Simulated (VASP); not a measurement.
# Ti12HO24 (a cell with a defect) in VASP: single point with PBE

Aim: the single point of Ti12HO24 (a cell with a defect) with PBE.

All numbers are computed with VASP 6.6.1; they aren't measurements. Logs are shortened: lines on timing, memory, paths and dates and some standing lists are left out, and cuts for length are marked.

**1. The cell of the first run**

The cell holds a defect, 37 atoms: a = 6.567 Å, b = 6.567 Å, c = 8.892 Å, α = 90.00°, β = 90.00°, γ = 90.00°.

**2. Single point, PBE (with an interstitial atom, then relaxed in part)**

The input, INCAR:

```
PREC = Accurate
ENCUT = 520
EDIFF = 1E-7
ISMEAR = 0
SIGMA = 0.02
LREAL = Auto
LASPH = True
NELM = 60
ALGO = Normal
ISIF = 2
LWAVE = False
LCHARG = True
GGA = PE
LELF = True
LVHAR = True
NELECT = 288.0
NBANDS = 168
```

The input, KPOINTS:

```
Automatic mesh
0
Gamma
  2 2 2
  0.5 0.5 0.5
```

The input, POSCAR:

```
Ti12HO24
1.0
    4.6433175426      4.6433175426      0.0000000000
    4.6433175426     -4.6433175426      0.0000000000
    0.0000000000      0.0000000000     -8.8916040199
Ti O H
12 24 1
Direct
    0.5113847755      0.0039087900      0.6591608837
    0.4988707712      0.0172435237      0.3355497303
    0.5112748854      0.0041722570      1.0119604315
    0.0057858933      0.5098480772      0.6672752795
   -0.0142486990      0.4828290379      0.3355934060
    0.0064605605      0.5092965076      1.0038862373
    0.0092903075     -0.0105535817      0.5018282218
    0.0091793770     -0.0111542219      0.1692315062
   -0.0225887080      0.0244883804      0.8355501135
    0.4933778668      0.5104692067      0.5024703880
    0.4940041551      0.5107370087      0.1686755179
    0.5167434763      0.4887137605      0.8355181706
    0.6943978479     -0.0015204785      0.5009227933
    0.6944030265     -0.0014781489      0.1702158733
    0.6881462978      0.0016910040      0.8355806009
    0.1944167042      0.5005664716      0.5026819536
    0.1944390994      0.5005225931      0.1685042428
    0.1956735089      0.5144061273      0.8355822609
    0.4974529217      0.3017208004      0.3355849050
    0.4938719233      0.2963922150      0.0002325094
    0.4938980149      0.2964005637      0.6709032937
    0.9996462666      0.8042488610      0.3356179451
    0.9923880826      0.8056042666      0.0028605134
    0.9922863118      0.8056617830      0.6682952850
    0.4991580806      0.6911824288      0.3355821802
    0.5040376599      0.6907108291      0.0016843234
    0.5040772519      0.6907195834      0.6694696475
    1.0009012928      0.1913676594      0.3356145840
    1.0033677591      0.1950140759      0.0018347784
    1.0033548228      0.1950198570      0.6693109969
    0.3061740067     -0.0053172820      0.5024666825
    0.3061861721     -0.0053177640      0.1686907754
    0.2939883957     -0.0368420138      0.8356019256
    0.8035495943      0.4958003977      0.5023542840
    0.8035205676      0.4957838926      0.1687934357
    0.8051312188      0.4927414317      0.8355805834
    0.2765477638      0.8134990166      0.8357051157
```

Potentials or basis: VASP PAW PBE potentials, release 64 (Ti_sv, O, H).

Started as:

```console
$ cat potpaw_PBE.64/Ti_sv/POTCAR potpaw_PBE.64/O/POTCAR potpaw_PBE.64/H/POTCAR > POTCAR
$ mpirun -np 1 vasp_std > vasp.out
```

OUTCAR:

```text
PREC = Accurate
   ENCUT = 520
   EDIFF = 1E-7
   ISMEAR = 0
   LREAL = Auto
   LASPH = True
   NELM = 60
   ISIF = 2
   GGA = PE
   NELECT = 288.0

 ion  position               nearest neighbor table
   1  0.511  0.004  0.659-  13 1.85  21 1.93  31 1.94  15 1.95  27 2.06  33 2.14   2 2.88
   2  0.499  0.017  0.336-  19 1.87  32 1.96  14 1.96  31 1.96  13 1.96  25 2.14   3 2.88   1 2.88

   3  0.511  0.004  0.012-  14 1.85  20 1.93  32 1.94  15 1.95  26 2.06  33 2.14   2 2.88
   4  0.006  0.510  0.667-  16 1.92  24 1.94  18 1.95  34 1.98  36 2.00  30 2.07
   5  0.986  0.483  0.336-  34 1.91  35 1.91  28 1.92  16 2.02  17 2.02  22 2.11
   6  0.006  0.509  0.004-  17 1.92  18 1.95  23 1.95  35 1.98  36 2.00  29 2.06
   7  0.009  0.989  0.502-  24 1.91  22 1.91  31 1.95  28 1.99  30 2.01  13 2.07
   8  0.009  0.989  0.169-  23 1.91  22 1.91  32 1.95  28 1.99  29 2.01  14 2.07
   9  0.977  0.024  0.836-  30 1.86  29 1.86  15 1.91  24 2.07  23 2.07  33 2.12
  10  0.493  0.510  0.502-  27 1.90  25 1.90  16 1.96  19 2.02  34 2.04  21 2.05
  11  0.494  0.511  0.169-  26 1.90  25 1.90  17 1.97  19 2.02  35 2.03  20 2.06
  12  0.517  0.489  0.836-  36 1.89  21 1.94  20 1.94  27 1.99  26 1.99  18 2.12
  13  0.694  0.998  0.501-   1 1.85   2 1.96   7 2.07
  14  0.694  0.999  0.170-   3 1.85   2 1.96   8 2.07
  15  0.688  0.002  0.836-   9 1.91   1 1.95   3 1.95
  16  0.194  0.501  0.503-   4 1.92  10 1.96   5 2.02
  17  0.194  0.501  0.169-   6 1.92  11 1.97   5 2.02
  18  0.196  0.514  0.836-   6 1.95   4 1.95  12 2.12
[... 12 lines left out ...]
  31  0.306  0.995  0.502-   1 1.94   7 1.95   2 1.96
  32  0.306  0.995  0.169-   3 1.94   8 1.95   2 1.96
  33  0.294  0.963  0.836-  37 0.99   9 2.12   3 2.14   1 2.14
  34  0.804  0.496  0.502-   5 1.91   4 1.98  10 2.04
  35  0.804  0.496  0.169-   5 1.91   6 1.98  11 2.03
  36  0.805  0.493  0.836-  12 1.89   4 2.00   6 2.00
  37  0.277  0.813  0.836-  33 0.99

  LATTYP: Found a simple tetragonal cell.
 ALAT       =     6.5666426431
 C/A-ratio  =     1.3540563273

  Lattice vectors:

 A1 = (   4.6433175426,   4.6433175426,   0.0000000000)
 A2 = (   4.6433175426,  -4.6433175426,   0.0000000000)
 A3 = (   0.0000000000,   0.0000000000,  -8.8916040199)

Analysis of symmetry for initial positions (statically):
=====================================================================
 Subroutine PRICEL returns:
 Original cell was already a primitive cell.

 Routine SETGRP: Setting up the symmetry group for a
 simple tetragonal supercell.

 Subroutine GETGRP returns: Found  1 space group operations
 (whereof  1 operations were pure point group operations)
 out of a pool of 16 trial point group operations.

The static configuration has the point symmetry C_1 .

Analysis of symmetry for dynamics (positions and initial velocities):
[... 172 lines left out ...]
   NUPDOWN=      -1.0000    fix difference up-down
   EMIN   =  10.00;   EMAX   =-10.00  energy-range for DOS
   EFERMI =   0.00;   METHOD = LEGACY
   ISMEAR =     0;   SIGMA  =   0.02  broadening in eV -4-tet -1-fermi 0-gaus
   EFERMI_NEDOS =   21; number of points for ismear=-14 and -15
   IALGO  =     38    algorithm
   IMIX   =      4    mixing-type and parameters
     AMIX     =   0.40;   BMIX     =  1.00
     AMIX_MAG =   1.60;   BMIX_MAG =  1.00
  volume/ion in A,a.u.               =      10.36        69.93
  Fermi-wavevector in a.u.,A,eV,Ry     =   1.488161  2.812217 30.131793  2.214624
  Thomas-Fermi vector in A             =   2.601231
   LORBIT       =      0    0 simple, 1 ext, 2 COOP (PROOUT), +10 PAW based schemes
   GGA     = PE    functional components
   LHFCALC =     F    Hartree Fock is set to
   AEXX    =    0.0000 exact exchange contribution
   IVDW    =     0    specifies the selected vdW correction
   LEPSILON=     F    determine dielectric tensor
   LRPA    =     F    only Hartree local field effects (RPA)
 non-spin polarized calculation
 Gauss-broadening in eV      SIGMA  =   0.02
  energy-cutoff  :      520.00
  volume of cell :      383.41
 maximum number of plane-waves:     10322
 NGX is ok and might be reduce to    50
   NGX = 25   NGY = 25   NGZ = 33

 number of electron     288.0000010 magnetization

 Free energy of the ion-electron system (eV)
  ---------------------------------------------------
  ext. energy  EPLUGINS =         0.00000000
  ---------------------------------------------------
  free energy    TOTEN  =      -331.97624185 eV

  energy without entropy =     -331.97624185  energy(sigma->0) =     -331.97624185

 E-fermi :   4.5630     XC(G=0): -11.2784

 val. band max:        4.3222612020   @ k =   0.2500   0.2500   0.2500
 cond. band min:       6.7611646141   @ k =   0.2500   0.2500   0.2500
 fundamental gap:      2.4389034120
 Fermi energy:         4.5629542679

 k-point     1 :       0.2500    0.2500    0.2500
  band No.  band energies     occupation
      1     -52.3521      2.00000
      2     -52.3407      2.00000
      3     -52.2880      2.00000
      4     -52.2838      2.00000
      5     -52.2674      2.00000
      6     -52.2469      2.00000
[... 625 lines left out ...]
    155       7.2981      0.00000
    156       7.3632      0.00000
 [bands above 156 left out]

------------------------ aborting loop because EDIFF is reached ----------------------------------------

  FORCE on cell =-STRESS in cart. coord.  units (eV):
  Direction    XX          YY          ZZ          XY          YZ          ZX
  --------------------------------------------------------------------------------------
  -------------------------------------------------------------------------------------
  Total       -6.9994879     -3.4104175     -1.1338997      2.6559756      0.0027943      0.0041608
  in kB      -29.2489292    -14.2511942     -4.7382539     11.0985893      0.0116768      0.0173866
  external PRESSURE =     -16.0794591 kB  Pullay stress =       0.0000000 kB

 VOLUME and BASIS-vectors are now :
 -----------------------------------------------------------------------------
  energy-cutoff  :      520.00
  volume of cell :      383.41
      direct lattice vectors                 reciprocal lattice vectors
     4.643317543  4.643317543  0.000000000     0.107681630  0.107681630  0.000000000
     4.643317543 -4.643317543  0.000000000     0.107681630 -0.107681630  0.000000000
     0.000000000  0.000000000 -8.891604020     0.000000000  0.000000000 -0.112465647

 POSITION                                       TOTAL-FORCE (eV/Angst)
 -----------------------------------------------------------------------------------
      2.39267      2.35637     -5.86100        -0.036270     -0.023003     -0.070169
      2.39648      2.23635     -2.98358        -0.033612      0.033228      0.005442
      2.39338      2.35464     -0.10635        -0.035935     -0.019538      0.065885
      2.39425     -2.34052     -5.93315        -0.027440      0.005541     -0.015882
      6.81908      2.33523     -2.98396         0.045106     -0.001780     -0.001450
      2.39482     -2.33483     -0.03455        -0.032026      0.003184      0.010449
[... 29 lines left out ...]
      6.02643      1.45052     -7.42965         0.009851      0.008038      0.000853
      5.06143     -2.49324     -7.43076        -0.076125      0.063709      0.000927
 -----------------------------------------------------------------------------------
    total drift:                                0.021302     -0.017738     -0.004808

  FREE ENERGIE OF THE ION-ELECTRON SYSTEM (eV)
  ---------------------------------------------------
  free  energy   TOTEN  =      -331.9762418483 eV

  energy  without entropy=     -331.9762418483  energy(sigma->0) =     -331.97624185
```

stdout:

```text
POSCAR found type information on POSCAR TiO H
 POSCAR found :  3 types and      37 ions
 scaLAPACK will be used
 LDA part: xc-table for (Slater+PW92), standard interpolation
 POSCAR, INCAR and KPOINTS ok, starting setup
 FFT: planning ... GRIDC
 FFT: planning ... GRID_SOFT
 FFT: planning ... GRID
 WAVECAR not read
 entering main loop
 the old and the new charge density differ
 old charge density:   289.00000 new  288.00000
    0.761E+01
```

Run time: 7.9 min. Hardware: 1 thread of Oxide Virtual Turin-like, shared host; peak memory 0.47 GiB.

Results:

| Quantity | Value |
| --- | --- |
| Free energy | -331.9762 eV |
| Largest force | 0.099 eV/Å |

Forces on the atoms (eV/Å):
```
Ti  -0.036 -0.023 -0.070
Ti  -0.034  0.033  0.005
Ti  -0.036 -0.020  0.066
Ti  -0.027  0.006 -0.016
Ti   0.045 -0.002 -0.001
Ti  -0.032  0.003  0.010
Ti   0.004 -0.029 -0.008
Ti  -0.002 -0.030  0.014
Ti  -0.015  0.046  0.000
Ti  -0.011  0.035 -0.019
Ti  -0.019  0.032  0.023
Ti  -0.020 -0.030 -0.008
O    0.051  0.051  0.029
O    0.049  0.053 -0.029
O   -0.007  0.004  0.001
O    0.014  0.013  0.025
O    0.014  0.014 -0.026
O    0.040  0.023  0.002
O    0.015 -0.011 -0.002
O    0.005 -0.001 -0.022
O    0.002  0.000  0.023
O   -0.051  0.047  0.002
O   -0.008  0.010  0.026
O   -0.006  0.011 -0.025
O    0.050 -0.046 -0.001
O    0.031 -0.036  0.019
O    0.030 -0.037 -0.016
O   -0.001 -0.003  0.001
O    0.037 -0.033 -0.038
O    0.038 -0.034  0.037
O   -0.023 -0.016  0.006
O   -0.024 -0.018 -0.009
O    0.050 -0.035  0.000
O   -0.030 -0.025 -0.011
O   -0.027 -0.024  0.009
O    0.010  0.008  0.001
H   -0.076  0.064  0.001
```

Caveat: the cell carries a net charge on a neutralising background, which shifts energy and pressure; the cell differs from its parent crystal (with an interstitial atom, then relaxed in part); the cell is charged against a uniform background, so pressure and absolute levels hang on convention.
